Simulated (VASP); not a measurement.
Write the native input for VASP 6.6.1 that does the following.

| Item | Value |
| --- | --- |
| Task | single point |
| Functional | PBEsol |
| Potentials or basis | VASP PAW PBE potentials, release 64 (Hg) |
| Cutoff | 520 eV |
| k mesh | 8 × 8 × 9 |
| Occupations | fermi-dirac, width 0.05 eV |
| Spin | no spin polarisation |
| Dipole correction | no |
| Further INCAR settings | ALGO = Normal; EDIFF = 1e-06; NBANDS = 25 |

The structure of Hg lies in POSCAR:

```
Hg
1.0
    4.5095312905      0.0000000000      0.0000000000
   -2.2547656452      3.9053686567      0.0000000000
    0.0000000000      0.0000000000      3.8440260630
Hg
3
Direct
    0.3333333333      0.6666666667      0.5000000000
    0.0000000000      0.0000000000      0.0000000000
    0.6666666667      0.3333333333      0.5000000000
```

This cell differs from its parent crystal: volume scaled by 0.98.

These files were run (other wordings do the same):

INCAR

```
SYSTEM = Hg
PREC     = Accurate       ! precision mode
ENCUT    = 520            ! plane-wave cutoff, eV
EDIFF    = 1E-6           ! SCF threshold, eV
ISMEAR   = -1             ! smearing method
SIGMA    = 0.05           ! smearing width, eV
LREAL    = .False.        ! projectors in reciprocal space
LASPH    = .True.         ! aspherical terms in the spheres
NELM     = 100            ! most SCF steps
ALGO     = Normal         ! electronic algorithm
ISIF     = 2              ! what is computed and relaxed
LWAVE    = .False.        ! write WAVECAR
LCHARG   = .True.         ! write CHGCAR
GGA      = PS             ! functional
LELF     = .True.         ! ELF
LVHAR    = .True.       
NBANDS   = 25             ! bands
```

KPOINTS

```
Automatic mesh
0
Gamma
  8 8 9
  0 0 0
```

Potentials or basis: VASP PAW PBE potentials, release 64 (Hg).

Launch:

```sh
$ cat potpaw_PBE.64/Hg/POTCAR > POTCAR
$ mpirun -np 1 vasp_std > vasp.out
```

It gave:

```json
{
  "Pressure": "10.5 GPa",
  "Band gap on the k mesh": "zero (band 18 reaches 7.39 eV, above the bottom of band 19 at 2.08 eV)"
}
```

Caveat: the PAW data sets were made with another functional, which shifts forces and pressure a little; spin-orbit coupling is left out, which moves the levels of the heavy elements.

Wall time 58 s on 1 thread of Intel(R) Xeon(R) Platinum 8259CL CPU @ 2.50GHz (Skylake/Cascade Lake), on a shared host, peak memory 0.22 GiB.
